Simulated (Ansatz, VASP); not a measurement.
**Two plane-wave programs on Cu3Au**

Contents of INCAR:

```
  PREC = Accurate
  ENCUT = 600
  EDIFF = 1E-7
  ISMEAR = -1
  SIGMA = 0.15
  LREAL = F
  LASPH = T
  NELM = 120
  ALGO = Normal
  ISIF = 3
  LWAVE = F
  LCHARG = F
  GGA = PE
  IBRION = 2
  NSW = 80
  EDIFFG = -0.001
  GGA_COMPAT = F
  NELMIN = 4
```

KPOINTS

```
regular mesh
0
Gamma
  12 12 12
```

The input POSCAR:

```
Cu3Au
1.0
    3.7804534865      0.0000000000      0.0000000000
    0.0000000000      3.7804534865      0.0000000000
    0.0000000000      0.0000000000      3.7804534865
Cu Au
3 1
Direct
    0.0000000000      0.5000000000      0.5000000000
    0.5000000000      0.0000000000      0.5000000000
    0.5000000000      0.5000000000      0.0000000000
    0.0000000000      0.0000000000      0.0000000000
```

Input for Ansatz:

```yaml
crystal:
  lattice:
    - [3.7804534865, 0.0, 0.0]
    - [0.0, 3.7804534865, 0.0]
    - [0.0, 0.0, 3.7804534865]
  atoms:
    - { symbol: Cu, position: [0.0, 0.5, 0.5] }
    - { symbol: Cu, position: [0.5, 0.0, 0.5] }
    - { symbol: Cu, position: [0.5, 0.5, 0.0] }
    - { symbol: Au, position: [0.0, 0.0, 0.0] }
basis:
  ecutwfc: 420
kpoints:
  mp_grid: { grid: [12, 12, 12] }
hamiltonian:
  xc: pbe
scf:
  occupations: { method: fermi_dirac, width: 0.15 }
output:
  forces: true
  stress: true
  eigenvalues: true
relax:
  adjacent_minimum: "off"
  f_tol: 0.001
  max_steps: 60
  cell: { stress_tol: 0.01 }
```

Alike in both runs: task relaxation of cell and atoms; functional PBE; k mesh 12 × 12 × 12; occupations fermi-dirac, width 0.15 eV; no spin polarisation.

|  | VASP | Ansatz |
| --- | --- | --- |
| version | VASP 6.6.1 | Ansatz 0.2.0 |
| potentials or method | VASP PAW PBE potentials, release 64 (Cu, Au), cutoff 600 eV | scalar-relativistic, plane waves, PAW |
| valence electrons in the cell | 44 | 76 |

|  | VASP | Ansatz | Ansatz less VASP |
| --- | --- | --- | --- |
| gap on the k mesh at the Fermi level, each at its own relaxed structure (eV) | none | none | - |
| relaxed volume (Å³/atom) | 13.54 | 13.52 | -0.027 |
| relaxed cell length with the largest relative difference (Å) | 3.784 | 3.781 | -0.0025 |

A gap of «none» marks a metal or a gap that the smearing closes. VASP's potentials hold 44 valence electrons a cell and Ansatz's 76, so a difference there can come from the potentials and not from the codes.

Neither program's run includes spin-orbit coupling.
